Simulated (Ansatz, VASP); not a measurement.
# MnO in VASP and in Ansatz

INCAR

```
SYSTEM = MnO
  ALGO = Normal
  EDIFF = 1E-7
  ENCUT = 520
  GGA = RE
  ISIF = 2
  ISMEAR = -1
  ISPIN = 2
  LASPH = .TRUE.
  LCHARG = .FALSE.
  LMAXMIX = 4
  LORBIT = 11
  LREAL = .FALSE.
  LWAVE = .FALSE.
  MAGMOM = 4 0
  NBANDS = 20
  NELM = 150
  PREC = Accurate
  SIGMA = 0.05
```

The input KPOINTS:

```
k-points
0
G
  10 10 10
  0 0 0
```

The input POSCAR:

```
MnO
1.0
    0.0000000000      2.2239077028      2.2239077028
    2.2239077028      0.0000000000      2.2239077028
    2.2239077028      2.2239077028      0.0000000000
Mn O
1 1
Direct
    0.0000000000      0.0000000000      0.0000000000
    0.5000000000      0.5000000000      0.5000000000
```

The input input.yaml:

```yaml
crystal:
  lattice:
    - [0.0, 2.2239077028, 2.2239077028]
    - [2.2239077028, 0.0, 2.2239077028]
    - [2.2239077028, 2.2239077028, 0.0]
  atoms:
    - { symbol: Mn, position: [0.0, 0.0, 0.0], spin: 4.0 }
    - { symbol: O, position: [0.5, 0.5, 0.5] }
hamiltonian:
  xc: revpbe
  pseudopotentials: { kind: paw }
magnetization:
  spin_polarized: true
kpoints:
  mp_grid: { grid: [10, 10, 10] }
scf:
  occupations: { method: fermi_dirac, width: 0.05 }
output:
  forces: true
  stress: true
  eigenvalues: true
  write_density: true
  write_potential: true
  elf: true
  volumetric_format: npy
```

Alike in both runs: task single point; functional revPBE; k mesh 10 × 10 × 10; occupations fermi-dirac, width 0.05 eV; collinear spin.

```csv
,VASP,Ansatz
version,VASP 6.6.1,Ansatz 0.2.0
potentials or method,"VASP PAW PBE potentials, release 64 (Mn_pv, O)",Ansatz PAW
plane-wave cutoff (eV),520,420
valence electrons in the cell,19,21
```

```csv
,VASP,Ansatz,Ansatz less VASP
gap on the k mesh at the Fermi level (eV),none,none,-
pressure (GPa),4.3,4.2,-0.19
net moment per atom (μB),2.41,2.41,0.000
size of the moment on the site where the two differ most (μB),4.37,4.09,-0.286
```

VASP's potentials were made for PBE, not for revPBE. Site moments also hang on the region over which each program counts them. A gap of «none» marks a metal or a gap that the smearing closes. VASP's potentials hold 19 valence electrons a cell and Ansatz's 21, so a difference there can come from the potentials and not from the codes.
